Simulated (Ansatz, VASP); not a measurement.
**C in VASP and in Ansatz**

```
C
1.0
     2.46125    0.00000    0.00000
    -1.23062    2.13150    0.00000
     0.00000    0.00000    4.19803
C
4
Cartesian
  0.0000 1.4210 0.0001
  1.2306 0.7105 2.0991
  0.0000 1.4210 1.5699
  1.2306 0.7105 3.6690
```

Change from the starting cell: strained cell.

Alike in both runs: functional PBEsol; k mesh 9 × 9 × 6; occupations gaussian, width 0.02 eV; no spin polarisation.

Ansatz relaxed the structure, and its values are those at the end. VASP's run is a single point on that final structure, the one shown.

|  | VASP | Ansatz |
| --- | --- | --- |
| version | VASP 6.6.1 | Ansatz 0.2.0 |
| potentials or method | VASP PAW PBE potentials, release 64 (C), cutoff 520 eV | scalar-relativistic, plane waves, PAW |
| valence electrons in the cell | 16 | 16 |

```tsv
	VASP	Ansatz	Ansatz less VASP
gap on the k mesh at the Fermi level (eV)	2.90	2.92	+0.019
least direct gap on the mesh (eV)	4.69	4.69	+0.002
pressure (GPa)	11.4	10.1	-1.26
rms of the force components (eV/Å)	0.009	0.000	-0.0086
```

VASP's potentials were made for PBE, not for PBEsol, and Ansatz warns of the same on its side. With one functional, cell and mesh, what is left measures potentials, basis and numerics. Ansatz's warnings: stress scf threshold loose.
